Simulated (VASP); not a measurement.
## Se: single point with PBE

The system is Se.

```xyz
2
Lattice="0.0000 3.2935 3.2935 3.2935 0.0000 3.2935 3.2935 3.2935 0.0000" Properties=species:S:1:pos:R:3 pbc="T T T"
Se    3.2935    3.2935    3.2935
Se    4.9402    4.9402    4.9402
```

```yaml
Program: VASP 6.6.1
Task: single point
Functional: PBE
Potentials_or_basis: VASP PAW PBE potentials, release 64 (Se)
Cutoff: 520 eV
k_mesh: 6 × 6 × 6
Occupations: tetrahedron
Spin: no spin polarisation
Dipole_correction: no
Further_INCAR_settings: ALGO = Normal; EDIFF = 1e-07; NBANDS = 13
```

| Item | Value |
| --- | --- |
| Pressure | -3.5 GPa |
| Band gap on the k mesh | zero (band 6 reaches 1.35 eV, above the bottom of band 7 at 0.44 eV) |

Levels at points of the mesh, in eV from the Fermi level:
```
           k point  band 4  band 5  band 6  band 7  band 8  band 9
(0.00, 0.00, 0.00)   -2.92   -2.92   -0.54   -0.54   -0.54    4.51
(0.50, 0.00, 0.00)   -3.52   -3.52    0.37    0.37    1.26    6.92
(0.50, 0.50, 0.00)   -4.16   -1.66   -1.66    1.80    1.80    6.26
```

Run time: 15 s on 1 thread of AMD EPYC 9R14 (Zen 4) (shared host), peak memory 0.17 GiB.

Caveat: tetrahedron occupations give inexact forces and stress in metals.
